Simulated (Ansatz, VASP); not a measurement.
## Ir: VASP beside Ansatz

```xyz
1
Lattice="0.0052 1.9013 2.0196 1.8979 0.0372 1.9875 1.9205 1.8920 0.0146" Properties=species:S:1:pos:R:3 pbc="T T T"
Ir    0.0000    0.0000    0.0000
```

Alike in both runs: task single point; functional PBEsol; k mesh 7 × 7 × 7; no spin polarisation.

|  | VASP | Ansatz |
| --- | --- | --- |
| version | VASP 6.6.1 | Ansatz 0.2.0 |
| potentials or method | VASP PAW PBE potentials, release 64 (Ir), cutoff 520 eV | plane waves, PAW |
| occupations | methfessel-paxton of order 1, width 0.1 eV | cold |
| valence electrons in the cell | 9 | 17 |

Ansatz gave:

```
pressure (GPa)                                                : -6.7
traceless stress, the component that is largest in VASP (GPa) : -12.30
```

Task: Estimate VASP's values.

Result: Pressure (GPa): -5.8; traceless stress, the component that is largest in VASP (GPa): -12.13.

VASP's potentials were made for PBE, not for PBEsol. VASP's potentials hold 9 valence electrons a cell and Ansatz's 17, so a difference there can come from the potentials and not from the codes. Ansatz's warnings: stress scf threshold loose.

The k mesh is coarse, so the values compare programs but aren't converged. Neither program's run includes spin-orbit coupling.
